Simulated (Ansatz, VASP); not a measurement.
**AgCl: VASP beside Ansatz**

Contents of INCAR:

```
PREC = Accurate ; ENCUT = 520
EDIFF = 1E-8 ; ISMEAR = -1
SIGMA = 0.01 ; LREAL = F
LASPH = T ; NELM = 60
ALGO = Normal ; ISIF = 2
LWAVE = F ; LCHARG = F
GGA = PS ; LEFG = T
NBANDS = 16
```

Contents of KPOINTS:

```
regular mesh
0
Gamma
  9 9 9
```

The input POSCAR:

```
AgCl
1.0
    3.4339730000      0.0000000000      0.0000000000
    0.0000000000      3.4339730000      0.0000000000
    0.0000000000      0.0000000000      3.3996332700
Ag Cl
1 1
Direct
    0.0000000000      0.0000000000      0.0000000000
    0.5000000000      0.5000000000      0.5000000000
```

Input for Ansatz:

```yaml
crystal:
  lattice:
    - [3.433973, 0.0, 0.0]
    - [0.0, 3.433973, 0.0]
    - [0.0, 0.0, 3.39963327]
  atoms:
    - { symbol: Ag, position: [0.0, 0.0, 0.0] }
    - { symbol: Cl, position: [0.5, 0.5, 0.5] }
kpoints:
  mp_grid: { grid: [9, 9, 9] }
scf:
  occupations: { method: fermi_dirac, width: 0.01 }
hamiltonian:
  xc: pbesol
  pseudopotentials: { kind: all_electron, datasets: crystal }
output:
  forces: true
  stress: true
  eigenvalues: true
  efg: { contact_densities: true }
```

Change from the starting cell: zz strain of -1 %, crystal datasets.

Alike in both runs: task electric field gradients; functional PBEsol; k mesh 9 × 9 × 9; occupations fermi-dirac, width 0.01 eV; no spin polarisation.

|  | VASP | Ansatz |
| --- | --- | --- |
| version | VASP 6.6.1 | Ansatz 0.2.0 |
| potentials or method | VASP PAW PBE potentials, release 64 (Ag, Cl), cutoff 520 eV | all-electron PAW with datasets made for the crystal, scalar-relativistic |

```csv
,VASP,Ansatz,Ansatz less VASP
gap on the k mesh at the Fermi level (eV),0.43,0.43,+0.001
pressure (GPa),-4.3,-4.2,+0.10
"traceless stress, the component that is largest in VASP (GPa)",0.32,0.32,-0.001
size of Vzz on the site where it differs most (V/Å²),1.0,1.2,+0.27
```

VASP's potentials were made for PBE, not for PBEsol. Ansatz ran all-electron here, and VASP with PAW potentials.
